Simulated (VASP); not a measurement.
# NaH (F-43m) in VASP: a series of runs

NaH is run at these levels: LDA, PBE; tasks: single point.

Everything below comes from runs of VASP 6.6.1. Logs are shortened: lines on timing, memory, paths and dates and some standing lists are left out, and cuts for length are marked.

**1. The cell of the first run**

Symmetry: F-43m, No. 216, cubic system. The conventional cell has a = 5.068 Å, b = 5.068 Å, c = 5.068 Å, α = 90.00°, β = 90.00°, γ = 90.00°. Na (site symmetry -43m) has 4 H at 2.19 Å within 2.9 Å. Within 2.9 Å of H (site symmetry -43m) lie 4 Na at 2.19 Å.

**2. Single point, LDA**

INCAR

```
SYSTEM = NaH
PREC     = Accurate       ! precision mode
ENCUT    = 520            ! plane-wave cutoff, eV
EDIFF    = 1E-6           ! SCF threshold, eV
ISMEAR   = -1             ! smearing method
SIGMA    = 0.02           ! smearing width, eV
LREAL    = .FALSE.        ! projectors in reciprocal space
LASPH    = .TRUE.         ! aspherical terms in the spheres
NELM     = 60             ! most SCF steps
ALGO     = Normal         ! electronic algorithm
ISIF     = 2              ! what is computed and relaxed
LWAVE    = .FALSE.        ! write WAVECAR
LCHARG   = .FALSE.        ! write CHGCAR
GGA      = CA             ! functional
NBANDS   = 11             ! bands
```

KPOINTS

```
Automatic mesh
0
G
  8 8 8
  0 0 0
```

POSCAR

```
NaH
1.0
    0.0000000000      2.5338395668      2.5338395668
    2.5338395668      0.0000000000      2.5338395668
    2.5338395668      2.5338395668      0.0000000000
Na H
1 1
Direct
    0.0000000000      0.0000000000      0.0000000000
    0.2500000000      0.2500000000      0.2500000000
```

Potentials or basis: VASP PAW LDA potentials, release 64 (Na_pv, H).

Started as:

```console
> cat potpaw_LDA.64/Na_pv/POTCAR potpaw_LDA.64/H/POTCAR > POTCAR
> mpirun -np 1 vasp_std > vasp.out
```

OUTCAR:

```text
SYSTEM = NaH
   PREC = Accurate
   ENCUT = 520
   EDIFF = 1E-6
   ISMEAR = -1
   LREAL = .FALSE.
   LASPH = .TRUE.
   NELM = 60
   ISIF = 2
   GGA = CA

 ion  position               nearest neighbor table
   1  0.000  0.000  0.000-
   2  0.250  0.250  0.250-

  LATTYP: Found a face centered cubic cell.
 ALAT       =     5.0676791336

  Lattice vectors:

 A1 = (   0.0000000000,   2.5338395668,   2.5338395668)
 A2 = (   2.5338395668,   0.0000000000,   2.5338395668)
 A3 = (   2.5338395668,   2.5338395668,   0.0000000000)

Analysis of symmetry for initial positions (statically):
=====================================================================
 Subroutine PRICEL returns:
 Original cell was already a primitive cell.

 Routine SETGRP: Setting up the symmetry group for a
 face centered cubic supercell.

 Subroutine GETGRP returns: Found 24 space group operations
 (whereof 24 operations were pure point group operations)
 out of a pool of 48 trial point group operations.

The static configuration has the point symmetry T_d .

Analysis of symmetry for dynamics (positions and initial velocities):
=====================================================================
 Subroutine PRICEL returns:
 Original cell was already a primitive cell.

 Routine SETGRP: Setting up the symmetry group for a
 face centered cubic supercell.

 Subroutine GETGRP returns: Found 24 space group operations
 (whereof 24 operations were pure point group operations)
 out of a pool of 48 trial point group operations.

The dynamic configuration has the point symmetry T_d .

 Subroutine INISYM returns: Found 24 space group operations
 (whereof 24 operations are pure point group operations),
 and found     1 'primitive' translations

----------------------------------------------------------------------------------------

                                     Primitive cell

  volume of cell :      32.5362

  direct lattice vectors                    reciprocal lattice vectors
     0.000000000  2.533839567  2.533839567    -0.197328989  0.197328989  0.197328989
     2.533839567  0.000000000  2.533839567     0.197328989 -0.197328989  0.197328989
     2.533839567  2.533839567  0.000000000     0.197328989  0.197328989 -0.197328989

  length of vectors
     3.583390280  3.583390280  3.583390280     0.341783835  0.341783835  0.341783835

  position of ions in fractional coordinates (direct lattice)
     0.000000000  0.000000000  0.000000000
     0.250000000  0.250000000  0.250000000

  ion indices of the primitive-cell ions
   primitive index   ion index
                 1           1
                 2           2

----------------------------------------------------------------------------------------

 KPOINTS: Automatic mesh

Automatic generation of k-mesh.
 Grid dimensions read from file:
 generate k-points for:    8    8    8

 Generating k-lattice:

  Cartesian coordinates                     Fractional coordinates (reciprocal lattice)
    -0.024666124  0.024666124  0.024666124     0.125000000  0.000000000  0.000000000
     0.024666124 -0.024666124  0.024666124     0.000000000  0.125000000  0.000000000
     0.024666124  0.024666124 -0.024666124     0.000000000  0.000000000  0.125000000

  Length of vectors
     0.042722979  0.042722979  0.042722979

  Shift w.r.t. Gamma in fractional coordinates (k-lattice)
     0.000000000  0.000000000  0.000000000

 Subroutine IBZKPT returns following result:
 ===========================================

 Found     29 irreducible k-points:

 Following reciprocal coordinates:
            Coordinates               Weight
  0.000000  0.000000  0.000000      1.000000
  0.125000  0.000000  0.000000      8.000000
  0.250000  0.000000  0.000000      8.000000
  0.375000  0.000000  0.000000      8.000000
  0.500000  0.000000  0.000000      4.000000
  0.125000  0.125000  0.000000      6.000000
[... 16 lines left out ...]
  0.500000  0.250000  0.125000     48.000000
 -0.375000  0.250000  0.125000     24.000000
 [... further k-points ...]
   k-points           NKPTS =     29   k-points in BZ     NKDIM =     29   number of bands    NBANDS=     11
   number of dos      NEDOS =    301   number of ions     NIONS =      2
   total plane-waves  NPLWV =  21952
   dimension x,y,z NGX =    28 NGY =   28 NGZ =   28
   dimension x,y,z NGXF=    56 NGYF=   56 NGZF=   56
   ions per type =               1   1
   NGX,Y,Z   is equivalent  to a cutoff of  12.99, 12.99, 12.99 a.u.
   NGXF,Y,Z  is equivalent  to a cutoff of  25.98, 25.98, 25.98 a.u.
 SYSTEM =  NaH
   PREC   = accura    normal or accurate (medium, high low for compatibility)
   ISTART =      0    job   : 0-new  1-cont  2-samecut
   ICHARG =      2    charge: 1-file 2-atom 10-const
   ISPIN  =      1    spin polarized calculation?
   LNONCOLLINEAR =      F non collinear calculations
   LSORBIT =      F    spin-orbit coupling
   LASPH  =      T    aspherical Exc in radial PAW
   ENCUT  =  520.0 eV  38.22 Ry    6.18 a.u.   6.66  6.66  6.66*2*pi/ulx,y,z
   NELM   =     60;   NELMIN=  2; NELMDL= -5     # of ELM steps
   EDIFF  = 0.1E-05   stopping-criterion for ELM
   LREAL  =      F    real-space projection
   EDIFFG = 0.1E-04   stopping-criterion for IOM
   NSW    =      0    number of steps for IOM
   IBRION =     -1    ionic relax: 0-MD 1-quasi-New 2-CG
   NFREE  =      0    steps in history (QN), initial steepest desc. (CG)
   ISIF   =      2    stress and relaxation
   ISYM   =      2    0-nonsym 1-usesym 2-fastsym
   POTIM  = 0.5000    time-step for ionic-motion
   TEBEG  =    0.0;   TEEND  =   0.0 temperature during run
   PSTRESS=    0.0 pullay stress
   NELECT =       8.0000    total number of electrons
   NUPDOWN=      -1.0000    fix difference up-down
   EMIN   =  10.00;   EMAX   =-10.00  energy-range for DOS
   EFERMI =   0.00;   METHOD = LEGACY
   ISMEAR =    -1;   SIGMA  =   0.02  broadening in eV -4-tet -1-fermi 0-gaus
   EFERMI_NEDOS =   21; number of points for ismear=-14 and -15
   IALGO  =     38    algorithm
   IMIX   =      4    mixing-type and parameters
     AMIX     =   0.40;   BMIX     =  1.00
     AMIX_MAG =   1.60;   BMIX_MAG =  1.00
  volume/ion in A,a.u.               =      16.27       109.78
  Fermi-wavevector in a.u.,A,eV,Ry     =   1.025610  1.938122 14.311649  1.051877
  Thomas-Fermi vector in A             =   2.159460
   LORBIT       =      0    0 simple, 1 ext, 2 COOP (PROOUT), +10 PAW based schemes
   GGA     = CA    functional components
   LHFCALC =     F    Hartree Fock is set to
   AEXX    =    0.0000 exact exchange contribution
   IVDW    =     0    specifies the selected vdW correction
   LEPSILON=     F    determine dielectric tensor
   LRPA    =     F    only Hartree local field effects (RPA)
 non-spin polarized calculation
  energy-cutoff  :      520.00
  volume of cell :       32.54
 maximum number of plane-waves:       893
   NGX = 13   NGY = 13   NGZ = 13

 number of electron       7.9999994 magnetization

 Free energy of the ion-electron system (eV)
  ---------------------------------------------------
  ext. energy  EPLUGINS =         0.00000000
  ---------------------------------------------------
  free energy    TOTEN  =        -5.25612740 eV

  energy without entropy =       -5.25612740  energy(sigma->0) =       -5.25612740

 E-fermi :  -1.3421     XC(G=0):  -7.5886

 val. band max:       -1.8015060529   @ k =  -0.2500   0.5000   0.2500
 cond. band min:       1.5127383797   @ k =   0.5000   0.0000   0.0000
 fundamental gap:      3.3142444326
 Fermi energy:        -1.3421095874

 k-point     1 :       0.0000    0.0000    0.0000
  band No.  band energies     occupation
      1     -23.7583      2.00000
      2     -23.7583      2.00000
      3     -23.7583      2.00000
      4      -5.0036      2.00000
      5       6.7298      0.00000
      6      11.6790      0.00000
      7      11.6790      0.00000
      8      11.6790      0.00000
      9      14.5080      0.00000
     10      14.5080      0.00000
     11      14.5080      0.00000

 k-point     2 :       0.1250    0.0000    0.0000
  band No.  band energies     occupation
      1     -23.7679      2.00000
      2     -23.7595      2.00000
      3     -23.7595      2.00000
      4      -4.7655      2.00000
      5       5.9413      0.00000
      6      10.9365      0.00000
      7      11.4250      0.00000
      8      11.4250      0.00000
      9      15.0699      0.00000
     10      15.0699      0.00000
     11      15.2279      0.00000

 k-point     3 :       0.2500    0.0000    0.0000
  band No.  band energies     occupation
      1     -23.7910      2.00000
      2     -23.7625      2.00000
      3     -23.7625      2.00000
      4      -4.0931      2.00000
      5       4.1824      0.00000
      6       9.9343      0.00000
      7      11.0728      0.00000
      8      11.0728      0.00000
      9      14.1375      0.00000
     10      14.1375      0.00000
     11      15.3737      0.00000

 k-point     4 :       0.3750    0.0000    0.0000
  band No.  band energies     occupation
      1     -23.8138      2.00000
      2     -23.7654      2.00000
      3     -23.7654      2.00000
      4      -3.1669      2.00000
      5       2.3877      0.00000
      6       9.3386      0.00000
      7      10.9222      0.00000
      8      10.9222      0.00000
      9      13.0274      0.00000
     10      13.0274      0.00000
     11      14.5467      0.00000
[... 239 lines left out ...]
 k-point    22 :       0.3750    0.2500    0.1250
  band No.  band energies     occupation
      1     -23.7970      2.00000
      2     -23.7738      2.00000
      3     -23.7663      2.00000
      4      -3.5380      2.00000
      5       3.8598      0.00000
      6       7.5906      0.00000
      7       9.4142      0.00000
      8      11.2427      0.00000
      9      13.8621      0.00000
     10      14.3033      0.00000
     11      16.2961      0.00000

 k-point    23 :       0.5000    0.2500    0.1250
  band No.  band energies     occupation
      1     -23.8091      2.00000
      2     -23.7810      2.00000
      3     -23.7698      2.00000
      4      -2.7134      2.00000
      5       2.7989      0.00000
      6       6.4517      0.00000
      7       8.4041      0.00000
      8      11.5926      0.00000
      9      13.2094      0.00000
     10      15.5585      0.00000
     11      16.5616      0.00000

 k-point    24 :      -0.3750    0.2500    0.1250
  band No.  band energies     occupation
      1     -23.8142      2.00000
      2     -23.7834      2.00000
      3     -23.7717      2.00000
      4      -2.2483      2.00000
      5       2.1988      0.00000
      6       6.1399      0.00000
      7       8.0028      0.00000
      8      11.8044      0.00000
      9      12.6916      0.00000
     10      16.3900      0.00000
     11      17.7857      0.00000

 [... further k-points ...]
[... 5 lines left out ...]
  --------------------------------------------------------------------------------------
  -------------------------------------------------------------------------------------
  Total        0.0017207      0.0017207      0.0017207      0.0000000      0.0000000     -0.0000000
  in kB        0.0847315      0.0847315      0.0847315      0.0000000      0.0000000     -0.0000000
  external PRESSURE =       0.0847315 kB  Pullay stress =       0.0000000 kB

 VOLUME and BASIS-vectors are now :
 -----------------------------------------------------------------------------
  energy-cutoff  :      520.00
  volume of cell :       32.54
      direct lattice vectors                 reciprocal lattice vectors
     0.000000000  2.533839567  2.533839567    -0.197328989  0.197328989  0.197328989
     2.533839567  0.000000000  2.533839567     0.197328989 -0.197328989  0.197328989
     2.533839567  2.533839567  0.000000000     0.197328989  0.197328989 -0.197328989

 POSITION                                       TOTAL-FORCE (eV/Angst)
 -----------------------------------------------------------------------------------
      0.00000      0.00000      0.00000        -0.000000     -0.000000     -0.000000
      1.26692      1.26692      1.26692         0.000000      0.000000      0.000000
 -----------------------------------------------------------------------------------
    total drift:                               -0.000000     -0.000000     -0.000000

  FREE ENERGIE OF THE ION-ELECTRON SYSTEM (eV)
  ---------------------------------------------------
  free  energy   TOTEN  =        -5.2561274047 eV

  energy  without entropy=       -5.2561274047  energy(sigma->0) =       -5.25612740
```

It took 16 s on 1 thread of Intel Xeon 8259CL, shared host; peak memory 0.13 GiB.

Results:

```
Free energy            : -5.2561 eV
Pressure               : 0.0 GPa
Band gap on the k mesh : 3.31 eV (least direct gap 4.12 eV)
```

Levels at points of the mesh, in eV from the valence-band top:
| k point | band 1 | band 2 | band 3 | band 4 | band 5 | band 6 | band 7 | band 8 | band 9 |
| --- | --- | --- | --- | --- | --- | --- | --- | --- | --- |
| (0.00, 0.00, 0.00) | -21.96 | -21.96 | -21.96 | -3.20 | 8.53 | 13.48 | 13.48 | 13.48 | 16.31 |
| (0.50, 0.00, 0.00) | -22.02 | -21.97 | -21.97 | -0.81 | 3.31 | 10.95 | 12.72 | 12.72 | 14.40 |
| (0.50, 0.50, 0.00) | -22.02 | -21.98 | -21.98 | -0.10 | 4.82 | 7.30 | 9.79 | 9.79 | 12.59 |

Caveat: the structure was generated, so it needn't be the stable form of NaH. A k mesh can miss the band edges.

**3. Single point, PBE**

This run uses another cell than the first one, of 17.51 Å³/atom.

INCAR

```
PREC     = Accurate       # precision mode
ENCUT    = 520            # plane-wave cutoff, eV
EDIFF    = 1E-6           # SCF threshold, eV
ISMEAR   = -1             # smearing method
SIGMA    = 0.02           # smearing width, eV
LREAL    = False          # projectors in reciprocal space
LASPH    = True           # aspherical terms in the spheres
NELM     = 100            # most SCF steps
ALGO     = Normal         # electronic algorithm
ISIF     = 2              # what is computed and relaxed
LWAVE    = False          # write WAVECAR
LCHARG   = False          # write CHGCAR
GGA      = PE             # functional
NBANDS   = 11             # bands
```

KPOINTS

```
regular mesh
0
Gamma
  8 8 8
```

POSCAR

```
NaH
1.0
    0.0000000000      2.5969210608      2.5969210608
    2.5969210608      0.0000000000      2.5969210608
    2.5969210608      2.5969210608      0.0000000000
Na H
1 1
Direct
    0.0000000000      0.0000000000      0.0000000000
    0.2500000000      0.2500000000      0.2500000000
```

Potentials or basis: VASP PAW PBE potentials, release 64 (Na_pv, H).

Started as:

```console
> cat potpaw_PBE.64/Na_pv/POTCAR potpaw_PBE.64/H/POTCAR > POTCAR
> mpirun -np 1 vasp_std > vasp.out
```

It took 17 s on 1 thread of Intel Xeon 8259CL, shared host; peak memory 0.15 GiB.

It converged, with:

```yaml
Free_energy: -4.9899 eV
Pressure: 0.2 GPa
Band_gap_on_the_k_mesh: 3.61 eV (least direct gap 4.32 eV)
```

Levels at points of the mesh, in eV from the valence-band top:
```csv
k point,band 1,band 2,band 3,band 4,band 5,band 6,band 7,band 8,band 9
"(0.00, 0.00, 0.00)",-21.99,-21.99,-21.99,-2.84,8.22,13.34,13.34,13.34,16.01
"(0.50, 0.00, 0.00)",-22.04,-22.00,-22.00,-0.71,3.61,10.67,12.60,12.60,14.20
"(0.50, 0.50, 0.00)",-22.04,-22.01,-22.01,-0.08,5.04,7.45,9.75,9.75,12.34
```

Caveat: the structure was generated, so it needn't be the stable form of NaH. A k mesh can miss the band edges.
